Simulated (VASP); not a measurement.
Input of a VASP 6.6.1 run:

File INCAR:

```
SYSTEM = BiTe
PREC = Accurate
ENCUT = 520
EDIFF = 1E-7
ISMEAR = 0
SIGMA = 0.15
LREAL = .FALSE.
LASPH = .TRUE.
NELM = 80
ALGO = Normal
ISIF = 2
LWAVE = .FALSE.
LCHARG = .FALSE.
GGA = PS
NBANDS = 18
```

Contents of KPOINTS:

```
Automatic mesh
0
G
  12 12 12
  0 0 0
```

Contents of POSCAR:

```
BiTe
1.0
    2.4953890060      1.4407135143      3.2177731959
   -2.4953890060      1.4407135143      3.2177731959
    0.0000000000     -2.8814270287      3.2177731959
Bi Te
1 1
Direct
    0.5000000000      0.5000000000      0.5000000000
    0.0000000000      0.0000000000      0.0000000000
```

Potentials or basis: VASP PAW PBE potentials, release 64 (Bi_d, Te).

Launch:

```console
$ cat potpaw_PBE.64/Bi_d/POTCAR potpaw_PBE.64/Te/POTCAR > POTCAR
$ mpirun -np 1 vasp_std > vasp.out
```

(1) What does it give for the band gap on the k mesh?

(2) What does it give for the pressure?

Results:

(1) zero (an odd number of electrons rules out a gap without spin polarisation).

(2) -4.3 GPa.

Caveat: the cell differs from its parent crystal (strain +0.030 along x and y, -0.030 along z); the cell stands under tension; the PAW data sets were made with another functional, which shifts forces and pressure a little; spin-orbit coupling is left out, which moves the levels of the heavy elements.
